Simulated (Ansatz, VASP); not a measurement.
## LaP in VASP and in Ansatz

Contents of INCAR:

```
SYSTEM = LaP
PREC = Accurate
ENCUT = 520
EDIFF = 1E-6
ISMEAR = -1
SIGMA = 0.03
LREAL = .FALSE.
LASPH = .TRUE.
NELM = 100
ALGO = Normal
ISIF = 2
LWAVE = .FALSE.
LCHARG = .FALSE.
GGA = CA
NBANDS = 15
```

File KPOINTS:

```
regular mesh
0
G
  10 10 10
  0 0 0
```

POSCAR

```
LaP
1.0
   -0.0602500000      2.9823750000      2.9823750000
    2.9823750000     -0.0602500000      2.9823750000
    2.9823750000      2.9823750000     -0.0602500000
La P
1 1
Direct
    0.0000000000      0.0000000000      0.0000000000
    0.5000000000      0.5000000000      0.5000000000
```

Input for Ansatz:

```yaml
crystal:
  lattice:
    - [-0.06025, 2.982375, 2.982375]
    - [2.982375, -0.06025, 2.982375]
    - [2.982375, 2.982375, -0.06025]
  atoms:
    - { symbol: La, position: [0.0, 0.0, 0.0] }
    - { symbol: P, position: [0.5, 0.5, 0.5] }
kpoints:
  mp_grid: { grid: [10, 10, 10] }
  band_path:
    path:
      - [0.0, 0.0, 0.0]
      - [0.5, 0.5, 0.5]
      - [0.2551801333, 0.5, 0.7448198667]
      - [-0.2551801333, 0.2551801333, 0.5]
      - [0.0, 0.0, 0.5]
      - [0.0, 0.0, 0.0]
      - [-0.3775900666, 0.0, 0.3775900666]
      - [0.0, 0.3775900666, 0.6224099334]
      - [0.0, 0.5, 0.5]
    npoints: 5
scf:
  occupations: { method: fermi_dirac, width: 0.03 }
hamiltonian:
  xc: lda
  pseudopotentials: { kind: all_electron, lapw: { basis_error: 0.001 } }
output:
  forces: true
  stress: true
  eigenvalues: true
```

Change from the starting cell: equal xy, yz and zx shear strains of -2 %.

Alike in both runs: task single point; functional LDA; k mesh 10 × 10 × 10; occupations fermi-dirac, width 0.03 eV; no spin polarisation.

|  | VASP | Ansatz |
| --- | --- | --- |
| version | VASP 6.6.1 | Ansatz 0.2.0 |
| potentials or method | VASP PAW LDA potentials, release 64 (La, P), cutoff 520 eV | all-electron LAPW, scalar-relativistic |

VASP gave:

```
pressure (GPa)                                                : -3.3
traceless stress, the component that is largest in VASP (GPa) : 0.64
```

Task: Which values does Ansatz return?

Result: Pressure (GPa): -3.2; traceless stress, the component that is largest in VASP (GPa): 0.64.

LDA's correlation is that of Perdew and Zunger in VASP and of Perdew and Wang (1992) in Ansatz. Ansatz ran all-electron here, and VASP with PAW potentials.

Spin-orbit coupling is off throughout.
